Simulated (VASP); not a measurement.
The system is Sb.

```
Sb
1.0
    -1.87134    1.87134    1.87134
     1.87134   -1.87134    1.87134
     1.87134    1.87134   -1.87134
Sb
1
Direct
  0.00000 0.00000 0.00000
```

Base run:

```yaml
Program: VASP 6.6.1
Functional: PBE
Potentials_or_basis: VASP PAW PBE potentials, release 64 (Sb)
Cutoff: 520 eV
k_mesh: 10 × 10 × 10
Occupations: gaussian, width 0.022 eV
Spin: no spin polarisation
```

Its results: pressure 3.0 GPa.

Task: The run is repeated on the same cell with these changes: functional from PBE to r2SCAN; occupations from gaussian, width 0.022 eV to fermi-dirac, width 0.05 eV. What comes out?

Result: Pressure 2.4 GPa.

Caveats: the PAW data sets were made with another functional, which shifts forces and pressure a little (some runs).
